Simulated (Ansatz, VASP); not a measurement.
## Si: VASP beside Ansatz

```xyz
6
Lattice="-3.3361 3.3361 3.3361 3.3361 -3.3361 3.3361 3.3361 3.3361 -3.3361" Properties=species:S:1:pos:R:3 pbc="T T T"
Si    0.0000    3.3361    1.6680
Si    0.0000    1.6680    3.3361
Si    1.6680    3.3361    0.0000
Si    3.3361    1.6680    0.0000
Si    3.3361    0.0000    1.6680
Si    1.6680    0.0000    3.3361
```

Alike in both runs: task single point; functional r2SCAN; k mesh 5 × 5 × 5; no spin polarisation.

|  | VASP | Ansatz |
| --- | --- | --- |
| version | VASP 6.6.1 | Ansatz 0.2.0 |
| potentials or method | VASP PAW PBE potentials, release 64 (Si) | plane waves, PAW |
| plane-wave cutoff (eV) | 520 | 500 |
| occupations | fermi-dirac, width 0.1 eV | fermi-dirac |
| valence electrons in the cell | 24 | 24 |

|  | VASP | Ansatz | Ansatz less VASP |
| --- | --- | --- | --- |
| pressure (GPa) | 0.7 | 0.9 | +0.17 |

VASP's potentials were made for PBE, not for r2SCAN.
